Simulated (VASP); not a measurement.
# C (Fd-3m) in VASP: further runs, part 2 of 2

VASP 6.6.1. Earlier steps stand in the parts before.

## Step 5: Single point, PBEsol

This run uses another cell than the first one, of 5.56 Å³/atom, 1.043 times its volume.

File INCAR:

```
PREC = Accurate ; ENCUT = 520
EDIFF = 1E-7 ; ISMEAR = -1
SIGMA = 0.05 ; LREAL = False
LASPH = True ; NELM = 80
ALGO = Normal ; ISIF = 2
LWAVE = False ; LCHARG = False
GGA = PS ; NBANDS = 11
```

File KPOINTS:

```
Automatic mesh
0
Gamma
  13 13 13
```

File POSCAR:

```
C
1.0
    0.0000000000      1.7714007132      1.7714007132
    1.7714007132      0.0000000000      1.7714007132
    1.7714007132      1.7714007132      0.0000000000
C
2
Direct
    0.7500000000      0.7500000000      0.7500000000
    0.5000000000      0.5000000000      0.5000000000
```

Potentials or basis: VASP PAW PBE potentials, release 64 (C).

Command:

```sh
$ cat potpaw_PBE.64/C/POTCAR > POTCAR
$ mpirun -np 1 vasp_std > vasp.out
```

OUTCAR:

```text
PREC = Accurate
   ENCUT = 520
   EDIFF = 1E-7
   ISMEAR = -1
   LREAL = False
   LASPH = True
   NELM = 80
   ISIF = 2
   GGA = PS

 ion  position               nearest neighbor table
   1  0.750  0.750  0.750-   2 1.53   2 1.53   2 1.53   2 1.53
   2  0.500  0.500  0.500-   1 1.53   1 1.53   1 1.53   1 1.53

  LATTYP: Found a face centered cubic cell.
 ALAT       =     3.5428014264

  Lattice vectors:

 A1 = (   0.0000000000,   1.7714007132,   1.7714007132)
 A2 = (   1.7714007132,   0.0000000000,   1.7714007132)
 A3 = (   1.7714007132,   1.7714007132,   0.0000000000)

Analysis of symmetry for initial positions (statically):
=====================================================================
 Subroutine PRICEL returns:
 Original cell was already a primitive cell.

 Routine SETGRP: Setting up the symmetry group for a
 face centered cubic supercell.

 Subroutine GETGRP returns: Found 48 space group operations
 (whereof 24 operations were pure point group operations)
 out of a pool of 48 trial point group operations.

The static configuration has the point symmetry T_d .
 The point group associated with its full space group is O_h .

Analysis of symmetry for dynamics (positions and initial velocities):
=====================================================================
 Subroutine PRICEL returns:
 Original cell was already a primitive cell.

 Routine SETGRP: Setting up the symmetry group for a
 face centered cubic supercell.

 Subroutine GETGRP returns: Found 48 space group operations
 (whereof 24 operations were pure point group operations)
 out of a pool of 48 trial point group operations.

The dynamic configuration has the point symmetry T_d .
 The point group associated with its full space group is O_h .

 Subroutine INISYM returns: Found 48 space group operations
 (whereof 24 operations are pure point group operations),
 and found     1 'primitive' translations

[... 112 lines left out ...]
   IMIX   =      4    mixing-type and parameters
     AMIX     =   0.40;   BMIX     =  1.00
     AMIX_MAG =   1.60;   BMIX_MAG =  1.00
  volume/ion in A,a.u.               =       5.56        37.51
  Fermi-wavevector in a.u.,A,eV,Ry     =   1.467049  2.772321 29.282913  2.152233
  Thomas-Fermi vector in A             =   2.582714
   LORBIT       =      0    0 simple, 1 ext, 2 COOP (PROOUT), +10 PAW based schemes
   GGA     = PS    functional components
   LHFCALC =     F    Hartree Fock is set to
   AEXX    =    0.0000 exact exchange contribution
   IVDW    =     0    specifies the selected vdW correction
   LEPSILON=     F    determine dielectric tensor
   LRPA    =     F    only Hartree local field effects (RPA)
 non-spin polarized calculation
  energy-cutoff  :      520.00
  volume of cell :       11.12
 maximum number of plane-waves:       310
   NGX =  9   NGY =  9   NGZ =  9

 number of electron       7.9999999 magnetization

 Free energy of the ion-electron system (eV)
  ---------------------------------------------------
  ext. energy  EPLUGINS =         0.00000000
  ---------------------------------------------------
  free energy    TOTEN  =       -19.24747671 eV

  energy without entropy =      -19.24747671  energy(sigma->0) =      -19.24747671

 E-fermi :  10.8774     XC(G=0): -13.5329

 val. band max:       10.0038085245   @ k =   0.0000   0.0000   0.0000
 cond. band min:      14.0602271617   @ k =   0.3846   0.3846   0.0000
 fundamental gap:      4.0564186372
 Fermi energy:        10.8773824898

 k-point     1 :       0.0000    0.0000    0.0000
  band No.  band energies     occupation
      1     -11.7917      2.00000
      2      10.0038      2.00000
      3      10.0038      2.00000
      4      10.0038      2.00000
      5      15.5986      0.00000
      6      15.5986      0.00000
      7      15.5986      0.00000
      8      23.8357      0.00000
      9      29.2236      0.00000
     10      36.6963      0.00000
     11      36.6963      0.00000
[... 309 lines left out ...]
 k-point    24 :       0.4615    0.1538    0.0000
  band No.  band energies     occupation
      1      -6.6741      2.00000
      2      -1.4517      2.00000
      3       5.4899      2.00000
      4       6.0005      2.00000
      5      17.0570      0.00000
      6      20.6707      0.00000
      7      21.1309      0.00000
      8      23.9832      0.00000
      9      30.6298      0.00000
     10      33.5369      0.00000
     11      37.2030      0.00000

 [... further k-points ...]
[... 5 lines left out ...]
  --------------------------------------------------------------------------------------
  -------------------------------------------------------------------------------------
  Total        0.3752243      0.3752243      0.3752243     -0.0000000     -0.0000000     -0.0000000
  in kB       54.0780610     54.0780610     54.0780610     -0.0000000     -0.0000000     -0.0000000
  external PRESSURE =      54.0780610 kB  Pullay stress =       0.0000000 kB

 VOLUME and BASIS-vectors are now :
 -----------------------------------------------------------------------------
  energy-cutoff  :      520.00
  volume of cell :       11.12
      direct lattice vectors                 reciprocal lattice vectors
     0.000000000  1.771400713  1.771400713    -0.282262503  0.282262503  0.282262503
     1.771400713  0.000000000  1.771400713     0.282262503 -0.282262503  0.282262503
     1.771400713  1.771400713  0.000000000     0.282262503  0.282262503 -0.282262503

 POSITION                                       TOTAL-FORCE (eV/Angst)
 -----------------------------------------------------------------------------------
      2.65710      2.65710      2.65710        -0.000000     -0.000000     -0.000000
      1.77140      1.77140      1.77140         0.000000      0.000000      0.000000
 -----------------------------------------------------------------------------------
    total drift:                                0.000000     -0.000000      0.000000

  FREE ENERGIE OF THE ION-ELECTRON SYSTEM (eV)
  ---------------------------------------------------
  free  energy   TOTEN  =       -19.2474767090 eV

  energy  without entropy=      -19.2474767089  energy(sigma->0) =      -19.24747671
```

Wall time 9.9 s (1 thread of AMD EPYC 7R43 (Zen 3), shared host); peak memory 0.08 GiB.

Results:

* Free energy: -19.2475 eV
* Pressure: 5.4 GPa
* Band gap on the k mesh: 4.06 eV, indirect (least direct gap 5.59 eV)

Caveat: the PAW data sets were made with another functional, which shifts forces and pressure a little. A k mesh can miss the band edges.

## Step 6: Single point, PBEsol

This run uses another cell than the first one, of 5.67 Å³/atom, 1.064 times its volume.

File INCAR:

```
SYSTEM = C
PREC = Accurate
ENCUT = 520
EDIFF = 1E-6
ISMEAR = -1
SIGMA = 0.05
LREAL = .FALSE.
LASPH = .TRUE.
NELM = 60
ALGO = Normal
ISIF = 2
LWAVE = .FALSE.
LCHARG = .FALSE.
GGA = PS
NBANDS = 11
```

File KPOINTS:

```
regular mesh
0
G
  13 13 13
  0 0 0
```

File POSCAR:

```
C
1.0
    0.0000000000      1.7833700000      1.7833700000
    1.7833700000      0.0000000000      1.7833700000
    1.7833700000      1.7833700000      0.0000000000
C
2
Direct
    0.7500000000      0.7500000000      0.7500000000
    0.5000000000      0.5000000000      0.5000000000
```

Potentials or basis: VASP PAW PBE potentials, release 64 (C).

Command:

```sh
$ cat potpaw_PBE.64/C/POTCAR > POTCAR
$ mpirun -np 1 vasp_std > vasp.out
```

Wall time 9.1 s (1 thread of AMD EPYC 7R43 (Zen 3), shared host); peak memory 0.08 GiB.

It converged, with:

```
Free energy            : -19.2489 eV
Pressure               : -3.8 GPa
Band gap on the k mesh : 4.01 eV, indirect (least direct gap 5.54 eV)
```

Levels at points of the mesh, in eV from the valence-band top:
| k point | band 2 | band 3 | band 4 | band 5 | band 6 | band 7 |
| --- | --- | --- | --- | --- | --- | --- |
| (0.00, 0.00, 0.00) | 0.00 | 0.00 | 0.00 | 5.54 | 5.54 | 5.54 |

Caveat: the PAW data sets were made with another functional, which shifts forces and pressure a little. A hybrid or GW would open this gap; PBEsol tends to underestimate it.

## Step 7: Summary

| cell | gap on the mesh (eV) | pressure (GPa) |
| --- | --- | --- |
| a = 2.471 Å, angles 60.0°, 2 atoms | 4.15 | 26.5 |
| a = 2.488 Å, angles 60.0°, 2 atoms | 4.10 | 15.5 |
| a = 2.522 Å, angles 60.0°, 2 atoms | 4.01 | -3.8 |
| a = 2.505 Å, angles 60.0°, 2 atoms | 4.06 | 5.4 |

Alike in all rows: task single point; level PBEsol; potentials or basis VASP PAW PBE potentials, release 64 (C); no spin polarisation; k mesh 13 × 13 × 13; cutoff (eV) 520; smearing fermi-dirac 0.05 eV.

Caveats: the PAW data sets were made with another functional, which shifts forces and pressure a little.

Total energies depend on the potentials used, so only differences within one code and one set of settings carry meaning.
